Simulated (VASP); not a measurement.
CoSbH4: relaxation of cell and atoms with PBE

The system is CoSbH4.

```
Co Sb H
1.0
     1.99816   -2.86470    0.00000
     1.99816    2.86470    0.00000
     0.00000    0.00000    6.02843
Co Sb H
1 1 4
Direct
  0.50000 0.50000 0.50000
  0.00000 0.00000 0.50000
  0.72016 0.72016 0.78513
  0.27984 0.27984 0.78513
  0.27984 0.27984 0.21487
  0.72016 0.72016 0.21487
```

The cell was generated, and may not be a known phase.

| Property | Result |
| --- | --- |
| Program | VASP 6.6.1 |
| Task | relaxation of cell and atoms |
| Functional | PBE |
| Potentials or basis | VASP PAW PBE potentials, release 64 (Co, Sb, H) |
| Cutoff | 600 eV |
| k mesh | 5 × 5 × 3 |
| Occupations | gaussian, width 0.2 eV |
| Spin | collinear spin, ferromagnetic start |
| Starting moments | [3.0, 0.0, 0.0, 0.0, 0.0, 0.0] μB |
| Dipole correction | no |
| Further INCAR settings | ALGO = Normal; EDIFF = 1e-07; IBRION = 2; EDIFFG = -0.08; NSW = 36; ISIF = 3 |

```yaml
Relaxed_volume: 10.93 Å³/atom
Relaxed_cell: a = 3.736 Å, b = 3.736 Å, c = 4.728 Å, α = 90.00°, β = 90.00°, γ = 83.59°
Space_group_after_relaxing_to_0.1_Å: Cmmm (No. 65)
Energy_gained_by_relaxing: 879.5 meV/atom
Ionic_steps: 14
Pressure_after_relaxing: 0.5 GPa
Largest_force_after_relaxing: 0.050 eV/Å
Band_gap_on_the_k_mesh: zero (filled and empty bands overlap)
Net_moment: 0.00 μB per cell
Valence_electrons_inside_the_program's_atomic_spheres: Co 8.70; Sb 2.33; H 0.53
```

Forces on the atoms (eV/Å):
```
Co   0.000  0.000  0.000
Sb   0.000  0.000  0.000
H   -0.050  0.000  0.009
H    0.050  0.000  0.009
H    0.050  0.000 -0.009
H   -0.050  0.000 -0.009
```

Stress tensor (GPa, compression positive):
```
0.33 0.00 0.00
0.00 1.05 0.00
0.00 0.00 0.08
```

The path:
| step | energy change (eV) | largest force (eV/Å) | pressure (GPa) | volume (Å³) |
| --- | --- | --- | --- | --- |
| 1 | 0.0000 | 1.2111 | 21.34 | 69.01 |
| 2 | -3.5149 | 1.4418 | -10.69 | 82.81 |
| 3 | -3.4418 | 1.3664 | -8.74 | 80.28 |
| 4 | -3.5047 | 1.4217 | -10.23 | 82.13 |
| 5 | -4.5155 | 1.0424 | -5.71 | 73.91 |
| 6 | -4.8818 | 0.5905 | 1.02 | 67.24 |
| 7 | -4.8828 | 0.5981 | 1.96 | 66.60 |
| 8 | -5.0970 | 0.4236 | 1.36 | 65.77 |
| 9 | -5.2171 | 0.3909 | 2.21 | 64.43 |
| 10 | -5.2445 | 0.3142 | -1.74 | 66.51 |
| 11 | -5.2547 | 0.1714 | -0.48 | 65.79 |
| 12 | -5.2641 | 0.1448 | -0.01 | 65.55 |
| 13 | -5.2706 | 0.1006 | 0.89 | 65.12 |
| 14 | -5.2771 | 0.0504 | 0.49 | 65.57 |

Final structure:
```yaml
crystal:
  lattice:
    - [2.78505, -2.48989, 0.00000]
    - [2.78505, 2.48989, 0.00000]
    - [0.00000, 0.00000, 4.72773]
  atoms:
    - { symbol: Co, position: [0.50000, 0.50000, 0.50000] }
    - { symbol: Sb, position: [0.00000, 0.00000, 0.50000] }
    - { symbol: H, position: [0.67343, 0.67343, 0.75676] }
    - { symbol: H, position: [0.32657, 0.32657, 0.75676] }
    - { symbol: H, position: [0.32657, 0.32657, 0.24324] }
    - { symbol: H, position: [0.67343, 0.67343, 0.24324] }
```

Levels at points of the mesh, in eV from the Fermi level:
Spin up:
```
           k point  band 6  band 7  band 8  band 9  band 10  band 11  band 12  band 13
(0.00, 0.00, 0.00)   -1.74   -1.34   -1.16    0.19     1.22     3.71     4.08     4.83
```
Spin down:
```tsv
k point	band 6	band 7	band 8	band 9	band 10	band 11	band 12	band 13
(0.00, 0.00, 0.00)	-1.74	-1.34	-1.16	0.19	1.22	3.71	4.08	4.83
```

Wall time 5.8 min on 1 thread of Intel(R) Xeon(R) Platinum 8559C (Emerald Rapids), on a shared host, peak memory 0.25 GiB.

Caveat: the k points lie up to 0.44 Å⁻¹ apart in the final cell, too coarse for converged energies and pressures of a metal; the moments typed at the start vanished in this run; a cell axis changed by over 15 % at a fixed basis, so the end point is rough; spin-orbit coupling is left out, which moves the levels of the heavy elements; the relaxation stopped at a loose force limit of 0.08 eV/Å, so its end isn't a converged minimum.
